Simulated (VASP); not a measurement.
# Zn (P6/mmm) in VASP: notebook

Zn is run at these levels: PBE; tasks: single point.

All numbers are computed with VASP 6.6.1; they aren't measurements. Logs are shortened: lines on timing, memory, paths and dates and some standing lists are left out, and cuts for length are marked.

## 1. The cell of the first run

It takes space group P6/mmm (No. 191, hexagonal). The conventional cell has a = 4.079 Å, b = 4.079 Å, c = 2.473 Å, α = 90.00°, β = 90.00°, γ = 120.00°. Within 3.3 Å of Zn (site symmetry 6/mmm) lie 14 Zn at 2.47 to 2.66 Å. Zn (site symmetry -6m2) has 11 Zn at 2.35 to 2.66 Å within 3.1 Å.

## 2. Single point, PBE

Contents of INCAR:

```
PREC = Accurate
ENCUT = 520
EDIFF = 1E-6
ISMEAR = -1
SIGMA = 0.1
LREAL = False
LASPH = True
NELM = 80
ALGO = Normal
ISIF = 2
LWAVE = False
LCHARG = False
GGA = PE
NBANDS = 25
```

Contents of KPOINTS:

```
Automatic mesh
0
Gamma
  9 9 12
```

Contents of POSCAR:

```
Zn
1.0
    4.0785577864      0.0000000000      0.0000000000
   -2.0392788932      3.5321346538      0.0000000000
    0.0000000000      0.0000000000      2.4730981797
Zn
3
Direct
    0.0000000000      0.0000000000      0.0000000000
    0.3333333333      0.6666666667      0.5000000000
    0.6666666667      0.3333333333      0.5000000000
```

Potentials or basis: VASP PAW PBE potentials, release 64 (Zn).

Launch:

```
cat potpaw_PBE.64/Zn/POTCAR > POTCAR
mpirun -np 1 vasp_std > vasp.out
```

OUTCAR:

```text
PREC = Accurate
   ENCUT = 520
   EDIFF = 1E-6
   ISMEAR = -1
   LREAL = False
   LASPH = True
   NELM = 80
   ISIF = 2
   GGA = PE

 ion  position               nearest neighbor table
   1  0.000  0.000  0.000-   2 2.66   3 2.66   2 2.66   3 2.66   2 2.66   2 2.66   3 2.66   3 2.66
                             3 2.66   3 2.66   2 2.66   2 2.66
   2  0.333  0.667  0.500-   3 2.35   3 2.35   3 2.35   1 2.66   1 2.66   1 2.66   1 2.66   1 2.66
                             1 2.66
   3  0.667  0.333  0.500-   2 2.35   2 2.35   2 2.35   1 2.66   1 2.66   1 2.66   1 2.66   1 2.66
                             1 2.66

  LATTYP: Found a hexagonal cell.
 ALAT       =     4.0785577864
 C/A-ratio  =     0.6063658551

  Lattice vectors:

 A1 = (   4.0785577864,   0.0000000000,   0.0000000000)
 A2 = (  -2.0392788932,   3.5321346538,   0.0000000000)
 A3 = (   0.0000000000,   0.0000000000,   2.4730981797)

Analysis of symmetry for initial positions (statically):
=====================================================================
 Subroutine PRICEL returns:
 Original cell was already a primitive cell.

 Routine SETGRP: Setting up the symmetry group for a
 hexagonal supercell.

 Subroutine GETGRP returns: Found 24 space group operations
 (whereof 24 operations were pure point group operations)
 out of a pool of 24 trial point group operations.

The static configuration has the point symmetry D_6h.

Analysis of symmetry for dynamics (positions and initial velocities):
=====================================================================
 Subroutine PRICEL returns:
 Original cell was already a primitive cell.

 Routine SETGRP: Setting up the symmetry group for a
 hexagonal supercell.

 Subroutine GETGRP returns: Found 24 space group operations
 (whereof 24 operations were pure point group operations)
 out of a pool of 24 trial point group operations.

The dynamic configuration has the point symmetry D_6h.

 Subroutine INISYM returns: Found 24 space group operations
 (whereof 24 operations are pure point group operations),
 and found     1 'primitive' translations

----------------------------------------------------------------------------------------

[... 81 lines left out ...]
   ions per type =               3
   NGX,Y,Z   is equivalent  to a cutoff of  12.23, 12.23, 12.10 a.u.
   NGXF,Y,Z  is equivalent  to a cutoff of  24.46, 24.46, 24.20 a.u.
 SYSTEM =  unknown system
   PREC   = accura    normal or accurate (medium, high low for compatibility)
   ISTART =      0    job   : 0-new  1-cont  2-samecut
   ICHARG =      2    charge: 1-file 2-atom 10-const
   ISPIN  =      1    spin polarized calculation?
   LNONCOLLINEAR =      F non collinear calculations
   LSORBIT =      F    spin-orbit coupling
   LASPH  =      T    aspherical Exc in radial PAW
   ENCUT  =  520.0 eV  38.22 Ry    6.18 a.u.   7.58  7.58  4.60*2*pi/ulx,y,z
   NELM   =     80;   NELMIN=  2; NELMDL= -5     # of ELM steps
   EDIFF  = 0.1E-05   stopping-criterion for ELM
   LREAL  =      F    real-space projection
   EDIFFG = 0.1E-04   stopping-criterion for IOM
   NSW    =      0    number of steps for IOM
   IBRION =     -1    ionic relax: 0-MD 1-quasi-New 2-CG
   NFREE  =      0    steps in history (QN), initial steepest desc. (CG)
   ISIF   =      2    stress and relaxation
   ISYM   =      2    0-nonsym 1-usesym 2-fastsym
   POTIM  = 0.5000    time-step for ionic-motion
   TEBEG  =    0.0;   TEEND  =   0.0 temperature during run
   PSTRESS=    0.0 pullay stress
   NELECT =      36.0000    total number of electrons
   NUPDOWN=      -1.0000    fix difference up-down
   EMIN   =  10.00;   EMAX   =-10.00  energy-range for DOS
   EFERMI =   0.00;   METHOD = LEGACY
   ISMEAR =    -1;   SIGMA  =   0.10  broadening in eV -4-tet -1-fermi 0-gaus
   EFERMI_NEDOS =   21; number of points for ismear=-14 and -15
   IALGO  =     38    algorithm
   IMIX   =      4    mixing-type and parameters
     AMIX     =   0.40;   BMIX     =  1.00
     AMIX_MAG =   1.60;   BMIX_MAG =  1.00
  volume/ion in A,a.u.               =      11.88        80.14
  Fermi-wavevector in a.u.,A,eV,Ry     =   1.642784  3.104413 36.718598  2.698741
  Thomas-Fermi vector in A             =   2.733029
   LORBIT       =      0    0 simple, 1 ext, 2 COOP (PROOUT), +10 PAW based schemes
   GGA     = PE    functional components
   LHFCALC =     F    Hartree Fock is set to
   AEXX    =    0.0000 exact exchange contribution
   IVDW    =     0    specifies the selected vdW correction
   LEPSILON=     F    determine dielectric tensor
   LRPA    =     F    only Hartree local field effects (RPA)
 non-spin polarized calculation
  energy-cutoff  :      520.00
  volume of cell :       35.63
 maximum number of plane-waves:       975
   NGX = 15   NGY = 15   NGZ =  9

 number of electron      36.0000049 magnetization

 Free energy of the ion-electron system (eV)
  ---------------------------------------------------
  ext. energy  EPLUGINS =         0.00000000
  ---------------------------------------------------
  free energy    TOTEN  =        -2.10040273 eV

  energy without entropy =       -2.08063480  energy(sigma->0) =       -2.09051877

 E-fermi :   5.5283     XC(G=0): -12.9175

 val. band max:        5.3695815330   @ k =   0.2222  -0.0000   0.0833
 cond. band min:       5.5322921094   @ k =   0.3333   0.0000   0.5000
 fundamental gap:      0.1627105765
 Fermi energy:         5.5282983106

 k-point     1 :       0.0000    0.0000    0.0000
  band No.  band energies     occupation
      1      -7.4532      2.00000
      2      -4.4174      2.00000
      3      -3.6481      2.00000
      4      -3.5964      2.00000
      5      -3.5964      2.00000
      6      -3.5098      2.00000
[... 661 lines left out ...]
     24      18.7803      0.00000
     25      20.7525      0.00000

 [... further k-points ...]
[... 5 lines left out ...]
  --------------------------------------------------------------------------------------
  -------------------------------------------------------------------------------------
  Total        8.0122018      8.0122018      7.9933752      0.0000000      0.0000000      0.0000000
  in kB      360.3107598    360.3107598    359.4641248      0.0000000      0.0000000      0.0000000
  external PRESSURE =     360.0285481 kB  Pullay stress =       0.0000000 kB

 VOLUME and BASIS-vectors are now :
 -----------------------------------------------------------------------------
  energy-cutoff  :      520.00
  volume of cell :       35.63
      direct lattice vectors                 reciprocal lattice vectors
     4.078557786  0.000000000  0.000000000     0.245184708  0.141557457  0.000000000
    -2.039278893  3.532134654  0.000000000     0.000000000  0.283114914  0.000000000
     0.000000000  0.000000000  2.473098180     0.000000000  0.000000000  0.404351112

 POSITION                                       TOTAL-FORCE (eV/Angst)
 -----------------------------------------------------------------------------------
      0.00000      0.00000      0.00000         0.000000      0.000000      0.000000
     -0.00000      2.35476      1.23655         0.000000     -0.000000      0.000000
      2.03928      1.17738      1.23655        -0.000000      0.000000     -0.000000
 -----------------------------------------------------------------------------------
    total drift:                               -0.000000      0.000000      0.000000

  FREE ENERGIE OF THE ION-ELECTRON SYSTEM (eV)
  ---------------------------------------------------
  free  energy   TOTEN  =        -2.1004027349 eV

  energy  without entropy=       -2.0806347997  energy(sigma->0) =       -2.09051877
```

OSZICAR:

```text
N       E                     dE             d eps       ncg     rms          rms(c)
DAV:   1     0.195030030290E+03    0.19503E+03   -0.18301E+04  4424   0.247E+03
DAV:   2     0.750638740659E+01   -0.18752E+03   -0.18153E+03  4224   0.367E+02
DAV:   3    -0.253673404348E+01   -0.10043E+02   -0.99723E+01  4555   0.975E+01
DAV:   4    -0.261701645170E+01   -0.80282E-01   -0.80249E-01  4918   0.924E+00
DAV:   5    -0.261711055944E+01   -0.94108E-04   -0.94106E-04  4766   0.274E-01    0.916E+00
DAV:   6    -0.214684967719E+01    0.47026E+00   -0.16777E+00  4832   0.265E+01    0.609E+00
DAV:   7    -0.211330503448E+01    0.33545E-01   -0.70980E-02  4969   0.434E+00    0.288E+00
DAV:   8    -0.210046844778E+01    0.12837E-01   -0.33918E-03  6121   0.238E+00    0.803E-02
DAV:   9    -0.210040111441E+01    0.67333E-04   -0.78952E-04  6276   0.968E-01    0.352E-02
DAV:  10    -0.210040399561E+01   -0.28812E-05   -0.13464E-04  6773   0.343E-01    0.161E-02
DAV:  11    -0.210040301333E+01    0.98228E-06   -0.52489E-05  5099   0.262E-01    0.538E-03
DAV:  12    -0.210040273490E+01    0.27843E-06   -0.46696E-06  4291   0.719E-02
   1 F= -.21004027E+01 E0= -.20905188E+01  d E =-.197679E-01
```

stdout:

```text
POSCAR found type information on POSCAR Zn
 POSCAR found :  1 types and       3 ions
 scaLAPACK will be used
 LDA part: xc-table for (Slater+PW92), standard interpolation
 POSCAR, INCAR and KPOINTS ok, starting setup
 FFT: planning ... GRIDC
 FFT: planning ... GRID_SOFT
 FFT: planning ... GRID
 WAVECAR not read
 entering main loop
```

It took 2.1 min on 1 thread of AMD EPYC 7R13, shared host; peak memory 0.15 GiB.

Results:

```
Free energy            : -2.1004 eV
Pressure               : 36.0 GPa
Band gap on the k mesh : zero (band 18 reaches 10.07 eV, above the bottom of band 19 at 4.37 eV)
```

Stress tensor (GPa, compression positive):
```
36.03  0.00  0.00
 0.00 36.03  0.00
 0.00  0.00 35.95
```

Levels at points of the mesh, in eV from the Fermi level:
```
           k point  band 15  band 16  band 17  band 18  band 19  band 20  band 21  band 22
(0.00, 0.00, 0.00)    -7.81    -7.81     0.29     0.29     0.32     0.32     1.64     1.79
(0.00, 0.00, 0.50)    -7.59    -5.43    -4.99     4.54     4.62     4.62     5.88     6.01
```

[end of part 1 of 2]
